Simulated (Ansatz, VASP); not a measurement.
**TiC in VASP and in Ansatz**

```
CELL_PARAMETERS angstrom
0.00000 2.22892 2.09908
2.22892 0.00000 2.09908
2.22892 2.22892 0.00000
ATOMIC_POSITIONS crystal
Ti 0.00000 0.00000 0.00000
C 0.50000 0.50000 0.50000
```

Change from the starting cell: strain +0.030 along x and y, -0.030 along z, atoms carried along.

Alike in both runs: task single point; functional r2SCAN; k mesh 18 × 18 × 18; occupations gaussian, width 0.15 eV; no spin polarisation.

|  | VASP | Ansatz |
| --- | --- | --- |
| version | VASP 6.6.1 | Ansatz 0.2.0 |
| potentials or method | VASP PAW PBE potentials, release 64 (Ti_sv, C), cutoff 520 eV | scalar-relativistic, plane waves, PAW |
| valence electrons in the cell | 16 | 16 |

VASP gave:

```
gap on the k mesh at the Fermi level (eV)                     : none
pressure (GPa)                                                : -4.6
traceless stress, the component that is largest in VASP (GPa) : 15.90
```

Problem. Estimate Ansatz's values.

Solution. gap on the k mesh at the Fermi level (eV): none; pressure (GPa): -5.4; traceless stress, the component that is largest in VASP (GPa): 15.70.

VASP's potentials were made for PBE, not for r2SCAN. A gap of «none» marks a metal or a gap that the smearing closes.
